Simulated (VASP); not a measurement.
Set up this calculation in VASP 6.6.1, as the native input.

```yaml
Task: single point
Functional: PBEsol
Potentials_or_basis: VASP PAW PBE potentials, release 64 (Hf_pv, N)
Cutoff: 520 eV
k_mesh: 14 × 14 × 10
Occupations: gaussian, width 0.15 eV
Spin: no spin polarisation
Dipole_correction: no
Further_INCAR_settings: ALGO = Normal; EDIFF = 1e-06; NBANDS = 23
```

The structure of HfN lies in POSCAR:

```
HfN
1.0
    0.0000000000     -2.2508000098     -2.2508000098
    0.0000000000      2.2508000098     -2.2508000098
    4.5016000196      0.0000000000      0.0000000000
Hf N
2 2
Direct
    0.5137918680      0.4862081320      0.5000000000
   -0.0137918680      0.0137918680      0.0000000000
    0.4823106621      0.5176893379      0.0000000000
    0.0176893379     -0.0176893379      0.5000000000
```

This cell differs from its parent crystal: mode 4 frozen in at -0.064 Å and mode 11 at +0.045 Å (largest displacements).

The input as run:

INCAR

```
SYSTEM = HfN
PREC = Accurate
ENCUT = 520
EDIFF = 1E-6
ISMEAR = 0
SIGMA = 0.15
LREAL = .FALSE.
LASPH = .TRUE.
NELM = 60
ALGO = Normal
ISIF = 2
LWAVE = .FALSE.
LCHARG = .FALSE.
GGA = PS
NBANDS = 23
```

KPOINTS

```
regular mesh
0
G
  14 14 10
  0 0 0
```

Potentials or basis: VASP PAW PBE potentials, release 64 (Hf_pv, N).

Run with:

```bash
$ cat potpaw_PBE.64/Hf_pv/POTCAR potpaw_PBE.64/N/POTCAR > POTCAR
$ mpirun -np 1 vasp_std > vasp.out
```

It gave:

```json
{
 "Pressure": "-2.0 GPa",
 "Largest force": "0.645 eV/Å",
 "Band gap on the k mesh": "zero (band 15 reaches 11.60 eV, above the bottom of band 16 at 5.15 eV)"
}
```

Caveat: the cell differs from its parent crystal (mode 4 frozen in at -0.064 Å and mode 11 at +0.045 Å (largest displacements)); the PAW data sets were made with another functional, which shifts forces and pressure a little; spin-orbit coupling is left out, which moves the levels of the heavy elements.

Wall time 3.3 min on 1 thread of Intel Xeon 6975P-C (shared host), peak memory 0.4 GiB.
